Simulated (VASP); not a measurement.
# Al12N11 (a cell with a defect) in VASP: notebook, part 2 of 2

VASP 6.6.1. The steps go on from the part before.

**4. Single point, PBE**

INCAR

```
SYSTEM = Al12N11
PREC = Accurate
ENCUT = 520
EDIFF = 1E-6
ISMEAR = 0
SIGMA = 0.05
LREAL = Auto
LASPH = .True.
NELM = 60
ALGO = Normal
ISIF = 2
LWAVE = .False.
LCHARG = .False.
GGA = PE
NBANDS = 62
```

KPOINTS

```
Automatic mesh
0
Gamma
  6 6 2
  0 0 0
```

POSCAR

```
Al12N11
1.0
    0.0000000000     -5.7405226851      0.0000000000
    4.9714384763      2.8702613426      0.0000000000
    0.0000000000      0.0000000000      8.3737655613
Al N
12 11
Direct
    0.3333333555      0.3333333014      0.3871678728
    0.3333333555      0.3333333014      0.8628321329
    0.6666666452      0.0000000000      0.3674743432
    0.6666666452      0.0000000000      0.8825256625
   -0.0000001083      0.6666666028      0.3674743432
   -0.0000001083      0.6666666028      0.8825256625
    0.6518399274      0.6518399082      0.1250000364
    0.6711872698      0.6711872260      0.6249999432
    1.0148266994      0.3333333014      0.1250000364
    0.9954795064      0.3333333014      0.6249999432
    0.3333334329      1.0148267999      0.1250000364
    0.3333332834      0.9954794822      0.6249999432
    0.3333333555      0.3333333014      0.6249999432
    0.6666666452      0.0000000000      0.1250000364
    0.6666666452      0.0000000000      0.6249999432
   -0.0000001083      0.6666666028      0.1250000364
   -0.0000001083      0.6666666028      0.6249999432
    0.6634040080      0.6634039656      0.3752598490
    0.6634040080      0.6634039656      0.8747401568
    1.0032625956      0.3333333014      0.3752598490
    1.0032625956      0.3333333014      0.8747401568
    0.3333334561      1.0032627425      0.3752598490
    0.3333334561      1.0032627425      0.8747401568
```

Potentials or basis: VASP PAW PBE potentials, release 64 (Al, N).

Started as:

```sh
> cat potpaw_PBE.64/Al/POTCAR potpaw_PBE.64/N/POTCAR > POTCAR
> mpirun -np 1 vasp_std > vasp.out
```

OUTCAR:

```text
SYSTEM = Al12N11
   PREC = Accurate
   ENCUT = 520
   EDIFF = 1E-6
   ISMEAR = 0
   LREAL = Auto
   LASPH = .True.
   NELM = 60
   ISIF = 2
   GGA = PE

 ion  position               nearest neighbor table
   1  0.333  0.333  0.387-  22 1.90  18 1.90  20 1.90  13 1.99  12 2.78  10 2.78   8 2.78  11 2.86
                             7 2.86   9 2.86   5 3.32   3 3.32   3 3.32   5 3.32   3 3.32   5 3.32
   2  0.333  0.333  0.863-  23 1.90  19 1.90  21 1.90  13 1.99  12 2.78  10 2.78   8 2.78  11 2.86
                             7 2.86   9 2.86   6 3.32   4 3.32   4 3.32   6 3.32   4 3.32   6 3.32
   3  0.667  0.000  0.367-  22 1.92  20 1.92  18 1.92  14 2.03  15 2.16  11 2.82   9 2.82   7 2.82
                            10 2.87   8 2.87  12 2.87   5 3.31   5 3.31   5 3.31   1 3.32   1 3.32
[... 1104 lines left out ...]
  external PRESSURE =      -1.8019482 kB  Pullay stress =       0.0000000 kB

 VOLUME and BASIS-vectors are now :
 -----------------------------------------------------------------------------
  energy-cutoff  :      520.00
  volume of cell :      238.98
      direct lattice vectors                 reciprocal lattice vectors
     0.000000000 -5.740522685  0.000000000     0.100574512 -0.174200165  0.000000000
     4.971438476  2.870261343  0.000000000     0.201149025  0.000000000  0.000000000
     0.000000000  0.000000000  8.373765561     0.000000000  0.000000000  0.119420587

 POSITION                                       TOTAL-FORCE (eV/Angst)
 -----------------------------------------------------------------------------------
      1.65715     -0.95675      3.24205        -0.000000     -0.000000      0.000824
      1.65715     -0.95675      7.22515        -0.000000     -0.000000     -0.000824
      0.00000     -3.82702      3.07714        -0.000000     -0.000000     -0.012304
      0.00000     -3.82702      7.39006        -0.000000     -0.000000      0.012304
      3.31429     -3.82701      3.07714        -0.000000     -0.000000     -0.012304
      3.31429     -3.82701      7.39006        -0.000000     -0.000000      0.012304
[... 15 lines left out ...]
      0.01622     -1.90414      3.14234         0.001877      0.001084      0.003393
      0.01622     -1.90414      7.32487         0.001877      0.001084     -0.003393
 -----------------------------------------------------------------------------------
    total drift:                                0.000786      0.000123      0.001366

  FREE ENERGIE OF THE ION-ELECTRON SYSTEM (eV)
  ---------------------------------------------------
  free  energy   TOTEN  =      -162.0823552001 eV

  energy  without entropy=     -162.0705198950  energy(sigma->0) =     -162.07643755
```

OSZICAR:

```text
N       E                     dE             d eps       ncg     rms          rms(c)
DAV:   1     0.384739355376E+03    0.38474E+03   -0.42139E+04  1736   0.132E+03
DAV:   2    -0.148884900675E+03   -0.53362E+03   -0.51520E+03  2228   0.262E+02
DAV:   3    -0.186534026462E+03   -0.37649E+02   -0.37354E+02  2088   0.749E+01
DAV:   4    -0.187107060361E+03   -0.57303E+00   -0.57037E+00  2112   0.985E+00
DAV:   5    -0.187117855771E+03   -0.10795E-01   -0.10772E-01  2160   0.130E+00    0.277E+01
DAV:   6    -0.162189863267E+03    0.24928E+02   -0.10400E+02  2018   0.339E+01    0.952E+00
DAV:   7    -0.162204658767E+03   -0.14796E-01   -0.33252E+00  1984   0.652E+00    0.653E+00
DAV:   8    -0.162090617346E+03    0.11404E+00   -0.33012E-01  2010   0.276E+00    0.821E-01
DAV:   9    -0.162080072608E+03    0.10545E-01   -0.60753E-02  2208   0.925E-01    0.514E-01
DAV:  10    -0.162081790336E+03   -0.17177E-02   -0.10771E-02  2044   0.413E-01    0.215E-01
DAV:  11    -0.162082231556E+03   -0.44122E-03   -0.13675E-03  1960   0.193E-01    0.728E-02
DAV:  12    -0.162082343260E+03   -0.11170E-03   -0.54466E-04  2154   0.990E-02    0.319E-02
DAV:  13    -0.162082354433E+03   -0.11173E-04   -0.65391E-05  2120   0.402E-02    0.143E-02
DAV:  14    -0.162082354517E+03   -0.84215E-07   -0.12825E-05  2080   0.195E-02    0.683E-03
DAV:  15    -0.162082355200E+03   -0.68321E-06   -0.45472E-06  1936   0.800E-03
   1 F= -.16208236E+03 E0= -.16207644E+03  d E =-.118353E-01
```

Wall time 13 min (1 thread of Intel Xeon 8259CL, shared host); peak memory 0.43 GiB.

Results:

```
Free energy            : -162.0824 eV
Pressure               : -0.2 GPa
Largest force          : 0.015 eV/Å
Band gap on the k mesh : zero (an odd number of electrons rules out a gap without spin polarisation)
```

Forces in eV/Å, atoms in the order of the input:
```
Al   0.000  0.000  0.001
Al   0.000  0.000 -0.001
Al   0.000  0.000 -0.012
Al   0.000  0.000  0.012
Al   0.000  0.000 -0.012
Al   0.000  0.000  0.012
Al   0.013 -0.008  0.000
Al   0.004 -0.002  0.000
Al   0.000  0.015  0.000
Al   0.000  0.004  0.000
Al  -0.013 -0.008  0.000
Al  -0.004 -0.002  0.000
N    0.000  0.000  0.000
N    0.000  0.000  0.000
N    0.000  0.000  0.000
N    0.000  0.000  0.000
N    0.000  0.000  0.000
N   -0.002  0.001  0.003
N   -0.002  0.001 -0.003
N    0.000 -0.002  0.003
N    0.000 -0.002 -0.003
N    0.002  0.001  0.003
N    0.002  0.001 -0.003
```

Levels at points of the mesh, in eV from the Fermi level:
| k point | band 42 | band 43 | band 44 | band 45 | band 46 | band 47 | band 48 | band 49 |
| --- | --- | --- | --- | --- | --- | --- | --- | --- |
| (0.00, 0.00, 0.00) | -3.87 | -3.72 | -3.66 | -3.33 | 0.53 | 0.53 | 1.03 | 1.18 |
| (0.50, 0.00, 0.00) | -4.45 | -4.32 | -4.24 | -2.95 | 0.07 | 0.14 | 0.83 | 1.16 |
| (0.00, 0.00, 0.50) | -4.64 | -4.63 | -4.53 | -2.57 | 0.22 | 0.32 | 0.32 | 1.98 |
| (0.50, 0.00, 0.50) | -4.00 | -3.91 | -3.87 | -3.39 | -0.01 | 0.36 | 1.00 | 1.87 |

Caveat: the k points lie up to 0.38 Å⁻¹ apart, too coarse for converged energies and pressures of a metal; an odd number of electrons without spin polarisation forces a metal; a magnetic or distorted state may lie lower.
